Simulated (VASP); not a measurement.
# Zn3In8O15 in VASP: further runs, part 2 of 2

VASP 6.6.1. The steps go on from the part before.

## Step 3: Single point, PBE

Contents of INCAR:

```
SYSTEM = Zn3In8O15
PREC     = Accurate       ! precision mode
ENCUT    = 520            ! plane-wave cutoff, eV
EDIFF    = 1E-6           ! SCF threshold, eV
ISMEAR   = -1             ! smearing method
SIGMA    = 0.05           ! smearing width, eV
LREAL    = .FALSE.        ! projectors in reciprocal space
LASPH    = .TRUE.         ! aspherical terms in the spheres
NELM     = 120            ! most SCF steps
ALGO     = Normal         ! electronic algorithm
ISIF     = 2              ! what is computed and relaxed
LWAVE    = .FALSE.        ! write WAVECAR
LCHARG   = .TRUE.         ! write CHGCAR
GGA      = PE             ! functional
LELF     = .TRUE.         ! ELF
LVHAR    = .TRUE.       
ISYM     = 0            
NBANDS   = 134            ! bands
GGA_COMPAT= .FALSE.
```

Contents of KPOINTS:

```
regular mesh
0
G
  1 1 1
  0 0 0
```

Contents of POSCAR:

```
Zn3In8O15
1.0
    7.1668360000     -0.0632620000      0.0376150000
   -0.0632620000      6.9529050000      0.1854250000
    0.0376150000      0.1854250000      6.9995360000
Zn O In
3 15 8
Direct
    0.2736490219      0.8393425146      0.9816250115
    0.0218534861      0.2188434295      0.2047885657
    0.2528313661      0.0312226641      0.5803607962
    0.4834446958      0.9041145333      0.4626410651
    0.6542450919      0.7469875497      0.0905130575
    0.0192312892      0.5067634796      0.0756978744
    0.1544170533      0.7330412724      0.4182629284
    0.2194163996      0.3289358355      0.6138983677
    0.7211828614      0.1867966604      0.1355266886
    0.0482922522      0.9698038616      0.0790397543
    0.9662753963      0.0495026359      0.6835129535
    0.8281591239      0.6981999455      0.7578865327
    0.6213590162      0.3096918748      0.7621045116
    0.6400312560      0.5118258865      0.4073662753
    0.3586271927      0.3408969945      0.1821494186
    0.9017629715      0.0541141992      0.4836912133
    0.4285936292      1.0006997088      0.8322215511
    0.3272382668      0.6082531424      0.8408166761
    0.6098801541      0.2015424369      0.4331499047
    0.9202139886      0.7457979480      0.2389984945
    0.7485336843      0.4549980607     -0.0214294362
    0.7186909295     -0.0266608495      0.8719222287
    0.0781556596      0.5737436956      0.6739699246
    0.3407770836      0.2810832659      0.9049426713
    0.3988573145      0.6212531975      0.2704708009
    0.5659105690      0.6382406822      0.6531740812
```

Potentials or basis: VASP PAW PBE potentials, release 64 (Zn, O, In_d).

On the command line:

```bash
$ cat potpaw_PBE.64/Zn/POTCAR potpaw_PBE.64/O/POTCAR potpaw_PBE.64/In_d/POTCAR > POTCAR
$ mpirun -np 1 vasp_gam > vasp.out
```

OUTCAR:

```text
SYSTEM = Zn3In8O15
   PREC = Accurate
   ENCUT = 520
   EDIFF = 1E-6
   ISMEAR = -1
   LREAL = .FALSE.
   LASPH = .TRUE.
   NELM = 120
   ISIF = 2
   GGA = PE
   ISYM = 0

 ion  position               nearest neighbor table
   1  0.274  0.839  0.982-  17 1.84  18 1.97  10 2.00  25 2.64  24 3.12  20 3.13  23 3.23  22 3.38
                            26 3.46
   2  0.022  0.219  0.205-  10 2.00   6 2.15   9 2.22  16 2.36  21 2.99  24 3.10  19 3.34  20 3.35

   3  0.253  0.031  0.580-   4 2.07   8 2.11  11 2.18  17 2.18  19 2.95  24 3.00  23 3.43
   4  0.483  0.904  0.463-   3 2.07  19 2.24  26 2.31  25 2.51
   5  0.654  0.747  0.091-  22 2.18  20 2.18  21 2.32  25 2.34
   6  0.019  0.507  0.076-  21 2.09   2 2.15  20 2.19  23 2.85
   7  0.154  0.733  0.418-  20 2.11  23 2.12  25 2.20
   8  0.219  0.329  0.614-  23 2.06   3 2.11  24 2.24
   9  0.721  0.187  0.136-  21 2.12   2 2.22  19 2.23  22 2.43
  10  0.048  0.970  0.079-   2 2.00   1 2.00  20 2.07  22 2.78
  11  0.966  0.050  0.684-  16 1.48   3 2.18  22 2.24
  12  0.828  0.698  0.758-  26 2.07  23 2.10  22 2.26  21 2.29
  13  0.621  0.310  0.762-  21 2.08  24 2.24  26 2.41  19 2.46  22 2.54
  14  0.640  0.512  0.407-  26 2.04  25 2.12  19 2.16  20 2.78
  15  0.359  0.341  0.182-  24 2.01  25 2.09  19 2.69
  16  0.902  0.054  0.484-  11 1.48   2 2.36  19 2.37  20 2.82
  17  0.429  0.001  0.832-   1 1.84  22 2.11  24 2.15   3 2.18
  18  0.327  0.608  0.841-   1 1.97  26 2.15  23 2.16  24 2.30
  19  0.610  0.202  0.433-  14 2.16   9 2.23   4 2.24  16 2.37  13 2.46  15 2.69   3 2.95   2 3.34
                            25 3.46  22 3.48  26 3.50  21 3.67  24 3.88
  20  0.920  0.746  0.239-  10 2.07   7 2.11   5 2.18   6 2.19  14 2.78  16 2.82  21 3.05   1 3.13
                            22 3.31   2 3.35  23 3.42  25 3.56  25 3.82  26 3.87
  21  0.749  0.455  0.979-  13 2.08   6 2.09   9 2.12  12 2.29   5 2.32  26 2.89   2 2.99  20 3.05
                            24 3.20  23 3.23  25 3.47  22 3.47  22 3.65  19 3.67
  22  0.719  0.973  0.872-  17 2.11   5 2.18  11 2.24  12 2.26   9 2.43  13 2.54  10 2.78  26 3.05
                            20 3.31   1 3.38  21 3.47  19 3.48  24 3.50  21 3.65
  23  0.078  0.574  0.674-   8 2.06  12 2.10   7 2.12  18 2.16   6 2.85  24 3.19   1 3.23  21 3.23
                            20 3.42   3 3.43  26 3.52  25 3.62  26 3.71
  24  0.341  0.281  0.905-  15 2.01  17 2.15   8 2.24  13 2.24  18 2.30   3 3.00   2 3.10   1 3.12
                            23 3.19  21 3.20  26 3.35  22 3.50  25 3.60  19 3.88
[... 160 lines left out ...]
 maximum number of plane-waves:      4686
 NGX is ok and might be reduce to    54
   NGX = 27   NGY = 25   NGZ = 27

 number of electron     229.9999983 magnetization

 Free energy of the ion-electron system (eV)
  ---------------------------------------------------
  ext. energy  EPLUGINS =         0.00000000
  ---------------------------------------------------
  free energy    TOTEN  =      -126.03102676 eV

  energy without entropy =     -126.03102674  energy(sigma->0) =     -126.03102675

 E-fermi :   6.0132     XC(G=0): -10.8252

 val. band max:        5.0581675847   @ k =   0.0000   0.0000   0.0000
 cond. band min:       6.9678141656   @ k =   0.0000   0.0000   0.0000
 fundamental gap:      1.9096465809
 Fermi energy:         6.0131680522

 k-point     1 :       0.0000    0.0000    0.0000
  band No.  band energies     occupation
      1     -15.7373      2.00000
      2     -13.7861      2.00000
      3     -13.5121      2.00000
      4     -13.2690      2.00000
      5     -13.2365      2.00000
      6     -13.0473      2.00000
[... 119 lines left out ...]
    126       9.6395      0.00000
    127       9.9181      0.00000
 [bands above 127 left out]

------------------------ aborting loop because EDIFF is reached ----------------------------------------

  FORCE on cell =-STRESS in cart. coord.  units (eV):
  Direction    XX          YY          ZZ          XY          YZ          ZX
  --------------------------------------------------------------------------------------
  -------------------------------------------------------------------------------------
  Total        7.2795063      4.9877894     15.3207012      6.8393932     -6.7553658      5.7129962
  in kB       33.4660678     22.9303600     70.4338466     31.4427366    -31.0564374     26.2643527
  external PRESSURE =      42.2767581 kB  Pullay stress =       0.0000000 kB

 VOLUME and BASIS-vectors are now :
 -----------------------------------------------------------------------------
  energy-cutoff  :      520.00
  volume of cell :      348.50
      direct lattice vectors                 reciprocal lattice vectors
     7.166836000 -0.063262000  0.037615000     0.139547094  0.001290600 -0.000784105
    -0.063262000  6.952905000  0.185425000     0.001290600  0.143938393 -0.003820014
     0.037615000  0.185425000  6.999536000    -0.000784105 -0.003820014  0.142972023

 POSITION                                       TOTAL-FORCE (eV/Angst)
 -----------------------------------------------------------------------------------
      1.94502      6.00057      7.03685        -1.363315     -0.063275      0.363241
      0.15048      1.55819      1.47483        -0.135119      0.125781      0.268165
      1.83186      0.30871      4.07756        -0.470907     -0.171765     -0.464226
      3.42497      6.34142      3.42410        -0.093901      0.436718      0.246705
      4.64502      5.16913      0.79667        -0.450421     -0.794464      0.093305
      0.10862      3.53630      0.62454        -0.396774     -0.855790      0.186043
[... 18 lines left out ...]
      2.82942      4.34443      2.02337         0.119031      0.503172     -0.024699
      4.03998      4.52294      4.71155        -0.937273      0.647988     -0.664688
 -----------------------------------------------------------------------------------
    total drift:                                0.000544      0.000132     -0.000487

  FREE ENERGIE OF THE ION-ELECTRON SYSTEM (eV)
  ---------------------------------------------------
  free  energy   TOTEN  =      -126.0310267648 eV

  energy  without entropy=     -126.0310267443  energy(sigma->0) =     -126.03102675
```

stdout:

```text
POSCAR found type information on POSCAR ZnO In
 POSCAR found :  3 types and      26 ions
 scaLAPACK will be used
 -----------------------------------------------------------------------------
|                                                                             |
|                                                                             |
|     You have a (more or less) 'large supercell' and for larger cells it     |
|     might be more efficient to use real-space projection operators.         |
|     Therefore, try LREAL= Auto in the INCAR file.                           |
|     Mind: For very accurate calculation, you might also keep the            |
|     reciprocal projection scheme (i.e. LREAL=.FALSE.).                      |
|                                                                             |
 -----------------------------------------------------------------------------

 LDA part: xc-table for (Slater+PW92), standard interpolation
 POSCAR, INCAR and KPOINTS ok, starting setup
 FFT: planning ... GRIDC
 FFT: planning ... GRID_SOFT
 FFT: planning ... GRID
 WAVECAR not read
 entering main loop
```

Wall time 1.7 min (1 thread of Intel Xeon Platinum 8259CL at 2.50GHz (Skylake/Cascade Lake), shared host); peak memory 0.36 GiB.

Results:

```
Free energy   : -126.0310 eV
Pressure      : 4.2 GPa
Largest force : 2.219 eV/Å
```

Forces in eV/Å, atoms in the order of the input:
```
Zn  -1.363 -0.063  0.363
Zn  -0.135  0.126  0.268
Zn  -0.471 -0.172 -0.464
O   -0.094  0.437  0.247
O   -0.450 -0.794  0.093
O   -0.397 -0.856  0.186
O   -0.301 -0.257  0.104
O    0.834 -1.102  0.275
O    1.155 -0.279  0.281
O    0.798  0.609 -0.913
O    0.397 -0.026  0.188
O    0.115 -0.482  0.092
O   -0.143  0.283 -0.723
O    0.677 -0.615 -0.501
O   -0.171 -0.689  1.143
O   -0.658  0.620 -1.190
O   -0.534  0.664 -0.082
O    0.251  0.166  0.257
In   0.459 -0.660 -0.870
In  -0.613 -0.038  1.116
In   0.211  0.200  1.259
In   1.366  1.456  0.969
In  -0.134 -0.012 -0.271
In   0.018  0.334 -1.137
In   0.119  0.503 -0.025
In  -0.937  0.648 -0.665
```

Stress tensor (GPa, compression positive):
```
 3.35  3.14  2.63
 3.14  2.29 -3.11
 2.63 -3.11  7.04
```

Levels at points of the mesh, in eV from the Fermi level:
| k point | band 111 | band 112 | band 113 | band 114 | band 115 | band 116 | band 117 | band 118 | band 119 | band 120 |
| --- | --- | --- | --- | --- | --- | --- | --- | --- | --- | --- |
| (0.00, 0.00, 0.00) | -2.07 | -2.00 | -1.93 | -1.57 | -0.95 | 0.95 | 1.64 | 1.86 | 2.09 | 2.18 |

Caveat: the k points lie up to 0.90 Å⁻¹ apart; the atoms stand as in a frame of molecular dynamics; spin-orbit coupling is left out, which moves the levels of the heavy elements.
